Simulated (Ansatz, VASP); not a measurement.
## One calculation of BAs, two programs

```
CELL_PARAMETERS angstrom
0.00000 2.45178 2.45178
2.45178 0.00000 2.45178
2.45178 2.45178 0.00000
ATOMIC_POSITIONS crystal
B 0.00000 0.00000 0.00000
As 0.25000 0.25000 0.25000
```

Alike in both runs: task single point; functional PBE; k mesh 10 × 10 × 10; occupations gaussian, width 0.02 eV; no spin polarisation.

|  | VASP | Ansatz |
| --- | --- | --- |
| version | VASP 6.6.1 | Ansatz 0.2.0 |
| potentials or method | VASP PAW PBE potentials, release 64 (B, As), cutoff 500 eV | scalar-relativistic, plane waves, PAW |
| valence electrons in the cell | 8 | 18 |

|  | VASP | Ansatz | Ansatz less VASP |
| --- | --- | --- | --- |
| gap on the k mesh at the Fermi level (eV) | 1.25 | 1.26 | +0.007 |
| least direct gap on the mesh (eV) | 3.18 | 3.19 | +0.004 |
| pressure (GPa) | -6.3 | -6.8 | -0.44 |

VASP's potentials hold 8 valence electrons a cell and Ansatz's 18, so a difference there can come from the potentials and not from the codes.
